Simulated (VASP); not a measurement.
# Zn2GeN (P-6m2) in VASP: relaxation of cell and atoms with PBE

Aim: the relaxation of cell and atoms of Zn2GeN with PBE.

Everything below comes from runs of VASP 6.6.1. Logs are shortened: lines on timing, memory, paths and dates and some standing lists are left out, and cuts for length are marked.

## (1) The cell of the first run

The structure is hexagonal, space group P-6m2 (No. 187). Conventional cell: a = 3.310 Å, b = 3.310 Å, c = 7.301 Å, α = 90.00°, β = 90.00°, γ = 120.00°. Zn (site symmetry 3m) has 1 N at 1.81 Å within 2.4 Å. Within 3.5 Å of Ge (site symmetry -6m2) lie 6 Zn at 2.65 Å and 6 Ge at 3.31 Å. Within 2.4 Å of N (site symmetry -6m2) lie 2 Zn at 1.81 Å.

## (2) Relaxation of cell and atoms, PBE

File INCAR:

```
SYSTEM = Zn2GeN
PREC = Accurate ; ENCUT = 600
EDIFF = 1E-6 ; ISMEAR = 0
SIGMA = 0.1 ; LREAL = .FALSE.
LASPH = .TRUE. ; NELM = 100
ALGO = Normal ; ISIF = 3
LWAVE = .FALSE. ; LCHARG = .FALSE.
GGA = PE ; IBRION = 2
NSW = 100 ; EDIFFG = -0.01
```

File KPOINTS:

```
regular mesh
0
G
  18 18 6
  0 0 0
```

File POSCAR:

```
Zn2GeN
1.0
    3.3096782996      0.0000000000      0.0000000000
   -1.6548391498      2.8662654858      0.0000000000
    0.0000000000      0.0000000000      7.3014374664
Zn Ge N
2 1 1
Direct
    0.0000000000      0.0000000000      0.7519917595
    0.0000000000      0.0000000000      0.2480082405
    0.6666666667      0.3333333333      0.5000000000
    0.0000000000      0.0000000000      0.0000000000
```

Potentials or basis: VASP PAW PBE potentials, release 64 (Zn, Ge_d, N).

Run with:

```sh
cat potpaw_PBE.64/Zn/POTCAR potpaw_PBE.64/Ge_d/POTCAR potpaw_PBE.64/N/POTCAR > POTCAR
mpirun -np 1 vasp_std > vasp.out
```

OUTCAR:

```text
SYSTEM = Zn2GeN
   PREC = Accurate
   ENCUT = 600
   EDIFF = 1E-6
   ISMEAR = 0
   LREAL = .FALSE.
   LASPH = .TRUE.
   NELM = 100
   ISIF = 3
   GGA = PE
   IBRION = 2
   NSW = 100
   EDIFFG = -0.01

 ion  position               nearest neighbor table
   1  0.000  0.000  0.752-   4 1.81   3 2.65   3 2.65   3 2.65
   2  0.000  0.000  0.248-   4 1.81   3 2.65   3 2.65   3 2.65
   3  0.667  0.333  0.500-   1 2.65   2 2.65   1 2.65   2 2.65   1 2.65   2 2.65
   4  0.000  0.000  0.000-   1 1.81   2 1.81

  LATTYP: Found a hexagonal cell.
 ALAT       =     3.3096782996
 C/A-ratio  =     2.2060867569

  Lattice vectors:

 A1 = (   3.3096782996,   0.0000000000,   0.0000000000)
 A2 = (  -1.6548391498,   2.8662654858,   0.0000000000)
 A3 = (   0.0000000000,   0.0000000000,   7.3014374664)

Analysis of symmetry for initial positions (statically):
=====================================================================
 Subroutine PRICEL returns:
 Original cell was already a primitive cell.

 Routine SETGRP: Setting up the symmetry group for a
 hexagonal supercell.

 Subroutine GETGRP returns: Found 12 space group operations
 (whereof 12 operations were pure point group operations)
 out of a pool of 24 trial point group operations.

The static configuration has the point symmetry D_3h.

Analysis of symmetry for dynamics (positions and initial velocities):
=====================================================================
 Subroutine PRICEL returns:
 Original cell was already a primitive cell.

 Routine SETGRP: Setting up the symmetry group for a
 hexagonal supercell.

 Subroutine GETGRP returns: Found 12 space group operations
 (whereof 12 operations were pure point group operations)
 out of a pool of 24 trial point group operations.

The dynamic configuration has the point symmetry D_3h.

 Subroutine INISYM returns: Found 12 space group operations
 (whereof 12 operations are pure point group operations),
 and found     1 'primitive' translations

----------------------------------------------------------------------------------------

                                     Primitive cell

  volume of cell :      69.2645

  direct lattice vectors                    reciprocal lattice vectors
     3.309678300  0.000000000  0.000000000     0.302144169  0.174443017  0.000000000
    -1.654839150  2.866265486  0.000000000     0.000000000  0.348886035  0.000000000
     0.000000000  0.000000000  7.301437466     0.000000000  0.000000000  0.136959332

  length of vectors
     3.309678300  3.309678300  7.301437466     0.348886035  0.348886035  0.136959332

  position of ions in fractional coordinates (direct lattice)
     0.000000000  0.000000000  0.751991760
     0.000000000  0.000000000  0.248008240
     0.666666667  0.333333333  0.500000000
     0.000000000  0.000000000  0.000000000

  ion indices of the primitive-cell ions
   primitive index   ion index
                 1           1
                 2           2
                 3           3
                 4           4

----------------------------------------------------------------------------------------

 KPOINTS: regular mesh

Automatic generation of k-mesh.
 Grid dimensions read from file:
 generate k-points for:   18   18    6

 Generating k-lattice:

  Cartesian coordinates                     Fractional coordinates (reciprocal lattice)
     0.016785787  0.009691279  0.000000000     0.055555556  0.000000000  0.000000000
     0.000000000  0.019382557  0.000000000     0.000000000  0.055555556  0.000000000
     0.000000000  0.000000000  0.022826555     0.000000000  0.000000000  0.166666667

  Length of vectors
     0.019382557  0.019382557  0.022826555

  Shift w.r.t. Gamma in fractional coordinates (k-lattice)
     0.000000000  0.000000000  0.000000000

 Subroutine IBZKPT returns following result:
 ===========================================

 Found    148 irreducible k-points:

 Following reciprocal coordinates:
            Coordinates               Weight
  0.000000  0.000000  0.000000      1.000000
  0.055556  0.000000  0.000000      6.000000
  0.111111  0.000000  0.000000      6.000000
  0.166667 -0.000000  0.000000      6.000000
  0.222222 -0.000000  0.000000      6.000000
  0.277778  0.000000  0.000000      6.000000
[... 16 lines left out ...]
  0.333333  0.111111  0.000000     12.000000
  0.388889  0.111111  0.000000     12.000000
 [... further k-points ...]
   k-points           NKPTS =    148   k-points in BZ     NKDIM =    148   number of bands    NBANDS=     25
   number of dos      NEDOS =    301   number of ions     NIONS =      4
   total plane-waves  NPLWV =  47040
   dimension x,y,z NGX =    28 NGY =   28 NGZ =   60
   dimension x,y,z NGXF=    56 NGYF=   56 NGZF=  120
   ions per type =               2   1   1
   NGX,Y,Z   is equivalent  to a cutoff of  14.06, 14.06, 13.66 a.u.
   NGXF,Y,Z  is equivalent  to a cutoff of  28.13, 28.13, 27.32 a.u.
 SYSTEM =  Zn2GeN
   PREC   = accura    normal or accurate (medium, high low for compatibility)
   ISTART =      0    job   : 0-new  1-cont  2-samecut
   ICHARG =      2    charge: 1-file 2-atom 10-const
   ISPIN  =      1    spin polarized calculation?
   LNONCOLLINEAR =      F non collinear calculations
   LSORBIT =      F    spin-orbit coupling
   LASPH  =      T    aspherical Exc in radial PAW
   ENCUT  =  600.0 eV  44.10 Ry    6.64 a.u.   6.61  6.61 14.58*2*pi/ulx,y,z
   NELM   =    100;   NELMIN=  2; NELMDL= -5     # of ELM steps
   EDIFF  = 0.1E-05   stopping-criterion for ELM
   LREAL  =      F    real-space projection
   EDIFFG = -.1E-01   stopping-criterion for IOM
   NSW    =    100    number of steps for IOM
   IBRION =      2    ionic relax: 0-MD 1-quasi-New 2-CG
   NFREE  =      1    steps in history (QN), initial steepest desc. (CG)
   ISIF   =      3    stress and relaxation
   ISYM   =      2    0-nonsym 1-usesym 2-fastsym
   POTIM  = 0.5000    time-step for ionic-motion
   TEBEG  =    0.0;   TEEND  =   0.0 temperature during run
   PSTRESS=    0.0 pullay stress
   NELECT =      43.0000    total number of electrons
   NUPDOWN=      -1.0000    fix difference up-down
   EMIN   =  10.00;   EMAX   =-10.00  energy-range for DOS
   EFERMI =   0.00;   METHOD = LEGACY
   ISMEAR =     0;   SIGMA  =   0.10  broadening in eV -4-tet -1-fermi 0-gaus
   EFERMI_NEDOS =   21; number of points for ismear=-14 and -15
   IALGO  =     38    algorithm
   IMIX   =      4    mixing-type and parameters
     AMIX     =   0.40;   BMIX     =  1.00
     AMIX_MAG =   1.60;   BMIX_MAG =  1.00
  volume/ion in A,a.u.               =      17.32       116.85
  Fermi-wavevector in a.u.,A,eV,Ry     =   1.396564  2.639123 26.536675  1.950391
  Thomas-Fermi vector in A             =   2.519906
   LORBIT       =      0    0 simple, 1 ext, 2 COOP (PROOUT), +10 PAW based schemes
   GGA     = PE    functional components
   LHFCALC =     F    Hartree Fock is set to
   AEXX    =    0.0000 exact exchange contribution
   IVDW    =     0    specifies the selected vdW correction
   LEPSILON=     F    determine dielectric tensor
   LRPA    =     F    only Hartree local field effects (RPA)
 conjugate gradient relaxation of ions
 non-spin polarized calculation
 Gauss-broadening in eV      SIGMA  =   0.10
  energy-cutoff  :      600.00
  volume of cell :       69.26
 maximum number of plane-waves:      2346
 NGX is ok and might be reduce to    28
   NGX = 13   NGY = 13   NGZ = 29

--------------------------------------- Ionic step        1  -------------------------------------------

 number of electron      42.9999993 magnetization

 Free energy of the ion-electron system (eV)
  ---------------------------------------------------
  ext. energy  EPLUGINS =         0.00000000
  ---------------------------------------------------
  free energy    TOTEN  =       -11.59774190 eV

  energy without entropy =      -11.58162862  energy(sigma->0) =      -11.58968526

------------------------ aborting loop because EDIFF is reached ----------------------------------------

  FORCE on cell =-STRESS in cart. coord.  units (eV):
  Direction    XX          YY          ZZ          XY          YZ          ZX
  --------------------------------------------------------------------------------------
  -------------------------------------------------------------------------------------
  Total       -0.4778111     -0.4778111      0.9426916      0.0000000     -0.0000000      0.0000000
  in kB      -11.0523918    -11.0523918     21.8056807      0.0000000     -0.0000000      0.0000000
  external PRESSURE =      -0.0997009 kB  Pullay stress =       0.0000000 kB
[... 95 lines left out ...]
  FREE ENERGIE OF THE ION-ELECTRON SYSTEM (eV)
  ---------------------------------------------------
  free  energy   TOTEN  =       -11.6037710384 eV

  energy  without entropy=      -11.5875454809  energy(sigma->0) =      -11.59565826

[... ionic steps 4 to 9 ...]

--------------------------------------- Ionic step       10  -------------------------------------------

 number of electron      43.0000000 magnetization

------------------------ aborting loop because EDIFF is reached ----------------------------------------

  FORCE on cell =-STRESS in cart. coord.  units (eV):
  Direction    XX          YY          ZZ          XY          YZ          ZX
  --------------------------------------------------------------------------------------
  -------------------------------------------------------------------------------------
  Total        0.0235643      0.0235643      0.1344203      0.0000000     -0.0000000      0.0000000
  in kB        0.5592475      0.5592475      3.1901751      0.0000000     -0.0000000      0.0000000
  external PRESSURE =       1.4362234 kB  Pullay stress =       0.0000000 kB
[... 61 lines left out ...]
  energy  without entropy=      -11.5986731777  energy(sigma->0) =      -11.60653967

--------------------------------------- Ionic step       12  -------------------------------------------

 number of electron      42.9999996 magnetization

 Free energy of the ion-electron system (eV)
  ---------------------------------------------------
  ext. energy  EPLUGINS =         0.00000000
  ---------------------------------------------------
  free energy    TOTEN  =       -11.61440450 eV

  energy without entropy =      -11.59863682  energy(sigma->0) =      -11.60652066

 E-fermi :   2.5372     XC(G=0): -10.4372

 val. band max:        2.5334746694   @ k =   0.5000   0.0000   0.5000
 cond. band min:       2.5410722096   @ k =   0.3333   0.0556   0.3333
 fundamental gap:      0.0075975402
 Fermi energy:         2.5372477375

 k-point     1 :       0.0000    0.0000    0.0000
  band No.  band energies     occupation
      1     -22.0895      2.00000
      2     -22.0895      2.00000
      3     -22.0087      2.00000
      4     -22.0087      2.00000
      5     -22.0060      2.00000
      6     -11.3077      2.00000
[... 661 lines left out ...]
     24       3.7559      0.00000
     25       6.3846      0.00000

 [... further k-points ...]
[... 5 lines left out ...]
  --------------------------------------------------------------------------------------
  -------------------------------------------------------------------------------------
  Total        0.0112474      0.0112474     -0.0216221      0.0000000      0.0000000      0.0000000
  in kB        0.2664806      0.2664806     -0.5122858      0.0000000      0.0000000      0.0000000
  external PRESSURE =       0.0068918 kB  Pullay stress =       0.0000000 kB
[... 19 lines left out ...]
  FREE ENERGIE OF THE ION-ELECTRON SYSTEM (eV)
  ---------------------------------------------------
  free  energy   TOTEN  =       -11.6144045049 eV

  energy  without entropy=      -11.5986368219  energy(sigma->0) =      -11.60652066

 reached required accuracy - stopping structural energy minimisation
```

It took 47 min on 1 thread of AMD EPYC 7R43 (Zen 3), shared host; peak memory 0.45 GiB.

What came out:

```
Free energy                            : -11.6144 eV
Relaxed volume                         : 16.91 Å³/atom
Relaxed cell                           : a = 3.239 Å, b = 3.239 Å, c = 7.444 Å, α = 90.00°, β = 90.00°, γ = 120.00°
Space group after relaxing (to 0.05 Å) : P-6m2 (No. 187)
Energy gained by relaxing              : 4.2 meV/atom
Ionic steps                            : 12
Pressure after relaxing                : 0.0 GPa
Largest force after relaxing           : 0.003 eV/Å
```

Forces in eV/Å, atoms in the order of the input:
```
Zn   0.000  0.000 -0.003
Zn   0.000  0.000  0.003
Ge   0.000  0.000  0.000
N    0.000  0.000  0.000
```

Stress tensor (GPa, compression positive):
```
 0.03  0.00  0.00
 0.00  0.03  0.00
 0.00  0.00 -0.05
```

Step by step:
```
step  energy change (eV)  largest force (eV/Å)  pressure (GPa)  volume (Å³)
   1              0.0000                0.0767           -0.01        69.26
   2             -0.0053                0.2760           -1.10        69.25
   3             -0.0060                0.1871           -0.75        69.25
   4             -0.0119                0.1369           -0.37        68.48
   5             -0.0150                0.0821            0.13        67.68
   6             -0.0114                0.0339            1.28        66.09
   7             -0.0154                0.0535            0.42        67.29
   8             -0.0164                0.0647           -0.05        67.46
   9             -0.0164                0.0656           -0.01        67.45
  10             -0.0166                0.0451            0.14        67.51
  11             -0.0167                0.0019            0.11        67.49
  12             -0.0167                0.0033            0.00        67.62
```

Final structure:
```xyz
4
Lattice="3.2388 0.0000 0.0000 -1.6194 2.8049 0.0000 0.0000 0.0000 7.4437" Properties=species:S:1:pos:R:3 pbc="T T T"
Zn    0.0000    0.0000    5.6238
Zn    0.0000    0.0000    1.8199
Ge    1.6194    0.9350    3.7218
N     3.2388    0.0000    0.0000
```
